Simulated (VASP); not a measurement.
# Ag (Pm-3m) in VASP: single point with r2SCAN

Aim: the single point of Ag with r2SCAN.

All numbers are computed with VASP 6.6.1; they aren't measurements. Logs are shortened: lines on timing, memory, paths and dates and some standing lists are left out, and cuts for length are marked.

### Step 1. The cell of the first run

The structure is cubic, space group Pm-3m (No. 221). Conventional cell: a = 2.628 Å, b = 2.628 Å, c = 2.628 Å, α = 90.00°, β = 90.00°, γ = 90.00°. Within 3.5 Å of Ag (site symmetry m-3m) lie 6 Ag at 2.63 Å.

This isn't the form of Ag at room conditions, which is fcc.

### Step 2. Single point, r2SCAN

Input file POSCAR:

```
Ag
1.0
   -0.8760623004      1.7521246009      1.7521246009
    1.7521246009     -0.8760623004      1.7521246009
    1.7521246009      1.7521246009     -0.8760623004
Ag
1
Direct
    0.0000000000      0.0000000000      0.0000000000
```

Input file INCAR.step1:

```
  PREC = Accurate
  ENCUT = 520
  ISMEAR = 0
  SIGMA = 0.15
  LREAL = F
  LASPH = T
  NELM = 80
  NBANDS = 12
  GGA = PE
  ALGO = Normal
  EDIFF = 1E-4
  LWAVE = T
  LCHARG = F
```

Input file INCAR.step2:

```
  PREC = Accurate
  ENCUT = 520
  EDIFF = 1E-6
  ISMEAR = 0
  SIGMA = 0.15
  LREAL = F
  LASPH = T
  NELM = 80
  ALGO = Normal
  ISIF = 2
  LWAVE = F
  LCHARG = F
  METAGGA = R2SCAN
  LMIXTAU = T
  NBANDS = 12
  ISTART = 1
```

Input file KPOINTS:

```
Automatic mesh
0
Gamma
  22 22 22
```

Potentials or basis: VASP PAW PBE potentials, release 64 (Ag).

Started as:

```bash
> cat potpaw_PBE.64/Ag/POTCAR > POTCAR
> cp INCAR.step1 INCAR
> mpirun -np 1 vasp_std > vasp.out
> cp INCAR.step2 INCAR
> mpirun -np 1 vasp_std > vasp.out
```

OUTCAR:

```text
PREC = Accurate
   ENCUT = 520
   EDIFF = 1E-6
   ISMEAR = 0
   LREAL = F
   LASPH = T
   NELM = 80
   ISIF = 2
   METAGGA = R2SCAN
   ISTART = 1

 ion  position               nearest neighbor table
   1  0.000  0.000  0.000-

  LATTYP: Found a simple cubic cell.
 ALAT       =     2.6281869013

  Lattice vectors:

 A1 = (  -0.8760623004,   1.7521246009,   1.7521246009)
 A2 = (   1.7521246009,  -0.8760623004,   1.7521246009)
 A3 = (   1.7521246009,   1.7521246009,  -0.8760623004)

Analysis of symmetry for initial positions (statically):
=====================================================================
 Subroutine PRICEL returns:
 Original cell was already a primitive cell.

 Routine SETGRP: Setting up the symmetry group for a
 simple cubic supercell.

 Subroutine GETGRP returns: Found 48 space group operations
 (whereof 48 operations were pure point group operations)
 out of a pool of 48 trial point group operations.

The static configuration has the point symmetry O_h .

Analysis of symmetry for dynamics (positions and initial velocities):
=====================================================================
 Subroutine PRICEL returns:
 Original cell was already a primitive cell.

 Routine SETGRP: Setting up the symmetry group for a
 simple cubic supercell.

 Subroutine GETGRP returns: Found 48 space group operations
 (whereof 48 operations were pure point group operations)
 out of a pool of 48 trial point group operations.

The dynamic configuration has the point symmetry O_h .

 Subroutine INISYM returns: Found 48 space group operations
 (whereof 48 operations are pure point group operations),
 and found     1 'primitive' translations

----------------------------------------------------------------------------------------

                                     Primitive cell

  volume of cell :      18.1538

  direct lattice vectors                    reciprocal lattice vectors
    -0.876062300  1.752124601  1.752124601    -0.126830148  0.253660296  0.253660296
     1.752124601 -0.876062300  1.752124601     0.253660296 -0.126830148  0.253660296
     1.752124601  1.752124601 -0.876062300     0.253660296  0.253660296 -0.126830148

  length of vectors
     2.628186901  2.628186901  2.628186901     0.380490444  0.380490444  0.380490444

  position of ions in fractional coordinates (direct lattice)
     0.000000000  0.000000000  0.000000000

  ion indices of the primitive-cell ions
   primitive index   ion index
                 1           1

----------------------------------------------------------------------------------------

 KPOINTS: Automatic mesh

Automatic generation of k-mesh.
 Grid dimensions read from file:
 generate k-points for:   22   22   22

 Generating k-lattice:

  Cartesian coordinates                     Fractional coordinates (reciprocal lattice)
    -0.005765007  0.011530013  0.011530013     0.045454545  0.000000000  0.000000000
     0.011530013 -0.005765007  0.011530013     0.000000000  0.045454545  0.000000000
     0.011530013  0.011530013 -0.005765007     0.000000000  0.000000000  0.045454545

  Length of vectors
     0.017295020  0.017295020  0.017295020

  Shift w.r.t. Gamma in fractional coordinates (k-lattice)
     0.000000000  0.000000000  0.000000000

 Subroutine IBZKPT returns following result:
 ===========================================

 Found    364 irreducible k-points:

 Following reciprocal coordinates:
            Coordinates               Weight
  0.000000  0.000000  0.000000      1.000000
  0.045455  0.000000 -0.000000      6.000000
  0.090909  0.000000 -0.000000      6.000000
  0.136364  0.000000  0.000000      6.000000
  0.181818  0.000000  0.000000      6.000000
  0.227273  0.000000  0.000000      6.000000
[... 16 lines left out ...]
  0.500000  0.045455 -0.000000     12.000000
  0.090909  0.090909  0.000000     12.000000
 [... further k-points ...]
   k-points           NKPTS =    364   k-points in BZ     NKDIM =    364   number of bands    NBANDS=     12
   number of dos      NEDOS =    301   number of ions     NIONS =      1
   total plane-waves  NPLWV =   8000
   dimension x,y,z NGX =    20 NGY =   20 NGZ =   20
   dimension x,y,z NGXF=    40 NGYF=   40 NGZF=   40
   ions per type =               1
   NGX,Y,Z   is equivalent  to a cutoff of  12.65, 12.65, 12.65 a.u.
   NGXF,Y,Z  is equivalent  to a cutoff of  25.30, 25.30, 25.30 a.u.
 SYSTEM =  unknown system
   PREC   = accura    normal or accurate (medium, high low for compatibility)
   ISTART =      1    job   : 0-new  1-cont  2-samecut
   ICHARG =      0    charge: 1-file 2-atom 10-const
   ISPIN  =      1    spin polarized calculation?
   LNONCOLLINEAR =      F non collinear calculations
   LSORBIT =      F    spin-orbit coupling
   LASPH  =      T    aspherical Exc in radial PAW
   ENCUT  =  520.0 eV  38.22 Ry    6.18 a.u.   4.89  4.89  4.89*2*pi/ulx,y,z
   NELM   =     80;   NELMIN=  2; NELMDL=  0     # of ELM steps
   EDIFF  = 0.1E-05   stopping-criterion for ELM
   LREAL  =      F    real-space projection
   EDIFFG = 0.1E-04   stopping-criterion for IOM
   NSW    =      0    number of steps for IOM
   IBRION =     -1    ionic relax: 0-MD 1-quasi-New 2-CG
   NFREE  =      0    steps in history (QN), initial steepest desc. (CG)
   ISIF   =      2    stress and relaxation
   ISYM   =      2    0-nonsym 1-usesym 2-fastsym
   POTIM  = 0.5000    time-step for ionic-motion
   TEBEG  =    0.0;   TEEND  =   0.0 temperature during run
   PSTRESS=    0.0 pullay stress
   NELECT =      11.0000    total number of electrons
   NUPDOWN=      -1.0000    fix difference up-down
   EMIN   =  10.00;   EMAX   =-10.00  energy-range for DOS
   EFERMI =   0.00;   METHOD = LEGACY
   ISMEAR =     0;   SIGMA  =   0.15  broadening in eV -4-tet -1-fermi 0-gaus
   EFERMI_NEDOS =   21; number of points for ismear=-14 and -15
   IALGO  =     38    algorithm
   IMIX   =      4    mixing-type and parameters
     AMIX     =   0.40;   BMIX     =  1.00
     AMIX_MAG =   1.60;   BMIX_MAG =  1.00
  volume/ion in A,a.u.               =      18.15       122.51
  Fermi-wavevector in a.u.,A,eV,Ry     =   1.385318  2.617871 26.111022  1.919106
  Thomas-Fermi vector in A             =   2.509739
   LORBIT       =      0    0 simple, 1 ext, 2 COOP (PROOUT), +10 PAW based schemes
   METAGGA = R2SCAN    functional components
   LHFCALC =     F    Hartree Fock is set to
   AEXX    =    0.0000 exact exchange contribution
   IVDW    =     0    specifies the selected vdW correction
   LEPSILON=     F    determine dielectric tensor
   LRPA    =     F    only Hartree local field effects (RPA)
 non-spin polarized calculation
 Gauss-broadening in eV      SIGMA  =   0.15
  energy-cutoff  :      520.00
  volume of cell :       18.15
 maximum number of plane-waves:       503
 NGX is ok and might be reduce to    20
   NGX =  9   NGY =  9   NGZ =  9

 number of electron      11.0000009 magnetization

 Free energy of the ion-electron system (eV)
  ---------------------------------------------------
  ext. energy  EPLUGINS =         0.00000000
  ---------------------------------------------------
  free energy    TOTEN  =       -20.96332521 eV

  energy without entropy =      -20.96054603  energy(sigma->0) =      -20.96193562

 E-fermi :   7.5635     XC(G=0): -12.4278

 val. band max:        7.5349119711   @ k =   0.4091   0.2727   0.0000
 cond. band min:       7.5756247555   @ k =   0.4091   0.1818   0.1818
 fundamental gap:      0.0407127845
 Fermi energy:         7.5634726815

 k-point     1 :       0.0000    0.0000    0.0000
  band No.  band energies     occupation
      1       0.1796      2.00000
      2       0.7488      2.00000
      3       0.7488      2.00000
      4       4.4548      2.00000
      5       4.4548      2.00000
      6       4.4548      2.00000
      7      23.0241      0.00000
      8      23.0241      0.00000
      9      23.0241      0.00000
     10      28.8753      0.00000
     11      28.8753      0.00000
     12      29.5132      0.00000

 k-point     2 :       0.0455    0.0000   -0.0000
  band No.  band energies     occupation
      1       0.2323      2.00000
      2       0.7561      2.00000
      3       0.7872      2.00000
      4       4.4269      2.00000
      5       4.4269      2.00000
      6       4.4570      2.00000
      7      22.4876      0.00000
      8      23.1066      0.00000
      9      23.1066      0.00000
     10      28.8041      0.00000
     11      29.0851      0.00000
     12      29.9094      0.00000

 k-point     3 :       0.0909    0.0000   -0.0000
  band No.  band energies     occupation
      1       0.3740      2.00000
      2       0.7776      2.00000
      3       0.9165      2.00000
      4       4.3464      2.00000
      5       4.3464      2.00000
      6       4.4637      2.00000
      7      21.2601      0.00000
      8      23.3502      0.00000
      9      23.3502      0.00000
     10      28.5987      0.00000
     11      29.1775      0.00000
     12      31.2487      0.00000
[... 286 lines left out ...]
 k-point    23 :       0.5000    0.0455   -0.0000
  band No.  band energies     occupation
      1       1.1540      2.00000
      2       1.6105      2.00000
      3       3.1315      2.00000
      4       3.2295      2.00000
      5       4.5431      2.00000
      6       6.8427      2.00000
      7       9.8062      0.00000
      8      25.7152      0.00000
      9      28.0687      0.00000
     10      28.5582      0.00000
     11      29.1174      0.00000
     12      33.0582      0.00000

 k-point    24 :       0.0909    0.0909    0.0000
  band No.  band energies     occupation
      1       0.5684      2.00000
      2       0.8995      2.00000
      3       0.9862      2.00000
      4       4.2397      2.00000
      5       4.3418      2.00000
      6       4.3706      2.00000
      7      21.5198      0.00000
      8      21.5416      0.00000
      9      23.6763      0.00000
     10      28.6752      0.00000
     11      30.5383      0.00000
     12      31.6602      0.00000

 [... further k-points ...]

------------------------ aborting loop because EDIFF is reached ----------------------------------------

  FORCE on cell =-STRESS in cart. coord.  units (eV):
  Direction    XX          YY          ZZ          XY          YZ          ZX
  --------------------------------------------------------------------------------------
  -------------------------------------------------------------------------------------
  Total        1.1867963      1.1867963      1.1867963      0.0000000      0.0000000      0.0000000
  in kB      104.7413129    104.7413129    104.7413129      0.0000000      0.0000000      0.0000000
  external PRESSURE =     104.7413129 kB  Pullay stress =       0.0000000 kB

 VOLUME and BASIS-vectors are now :
 -----------------------------------------------------------------------------
  energy-cutoff  :      520.00
  volume of cell :       18.15
      direct lattice vectors                 reciprocal lattice vectors
    -0.876062300  1.752124601  1.752124601    -0.126830148  0.253660296  0.253660296
     1.752124601 -0.876062300  1.752124601     0.253660296 -0.126830148  0.253660296
     1.752124601  1.752124601 -0.876062300     0.253660296  0.253660296 -0.126830148

 POSITION                                       TOTAL-FORCE (eV/Angst)
 -----------------------------------------------------------------------------------
      0.00000      0.00000      0.00000        -0.000000      0.000000      0.000000
 -----------------------------------------------------------------------------------
    total drift:                                0.000000     -0.000000      0.000000

  FREE ENERGIE OF THE ION-ELECTRON SYSTEM (eV)
  ---------------------------------------------------
  free  energy   TOTEN  =       -20.9633252148 eV

  energy  without entropy=      -20.9605460310  energy(sigma->0) =      -20.96193562
```

Wall time 2.7 min (1 thread of Intel Xeon Platinum 8259CL at 2.50GHz (Skylake/Cascade Lake), shared host); peak memory 0.19 GiB.

What came out:

* Free energy: -20.9633 eV
* Pressure: 10.5 GPa
* Band gap on the k mesh: zero (an odd number of electrons rules out a gap without spin polarisation)

Levels at points of the mesh, in eV from the Fermi level:
| k point | band 3 | band 4 | band 5 | band 6 | band 7 | band 8 |
| --- | --- | --- | --- | --- | --- | --- |
| (0.00, 0.00, 0.00) | -6.81 | -3.11 | -3.11 | -3.11 | 15.46 | 15.46 |
| (0.50, 0.00, 0.00) | -4.34 | -4.34 | -3.00 | -0.84 | 2.23 | 18.23 |
| (0.50, 0.50, 0.00) | -4.12 | -4.12 | -2.12 | 4.19 | 4.19 | 9.02 |
| (0.50, 0.50, 0.50) | -6.18 | -2.04 | -2.04 | 9.63 | 9.63 | 9.63 |

Caveat: the cell stands under pressure; the PAW data sets were made with another functional, which shifts forces and pressure a little.
